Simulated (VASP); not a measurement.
**K: single point with LDA**

K:

```
K
1.0
     4.47226    0.00000    0.00000
    -2.23613    3.87309    0.00000
     0.00000    0.00000    7.41407
K
2
Direct
  0.33333 0.66667 0.25000
  0.66667 0.33333 0.75000
```

This isn't the form of K at room conditions, which is bcc.

| Quantity | Value |
| --- | --- |
| Program | VASP 6.6.1 |
| Task | single point |
| Functional | LDA |
| Potentials or basis | VASP PAW LDA potentials, release 64 (K_sv) |
| Cutoff | 520 eV |
| k mesh | 7 × 7 × 4 |
| Occupations | fermi-dirac, width 0.1 eV |
| Spin | no spin polarisation |
| Dipole correction | no |
| Further INCAR settings | ALGO = Normal; EDIFF = 1e-07; NBANDS = 16 |

* Pressure: 0.0 GPa
* Band gap on the k mesh: zero (bands 9 and 10 overlap by 2.34 eV)

Levels at points of the mesh, in eV from the Fermi level:
| k point | band 6 | band 7 | band 8 | band 9 | band 10 | band 11 | band 12 | band 13 |
| --- | --- | --- | --- | --- | --- | --- | --- | --- |
| (0.00, 0.00, 0.00) | -15.41 | -15.41 | -15.41 | -2.37 | 0.22 | 0.61 | 4.09 | 4.12 |
| (0.00, 0.00, 0.50) | -15.41 | -15.41 | -15.41 | -1.59 | -1.59 | 2.73 | 2.73 | 4.16 |

Run time: 30 s on 1 thread of Intel(R) Xeon(R) 6975P-C (Granite Rapids), on a shared host, peak memory 0.2 GiB.
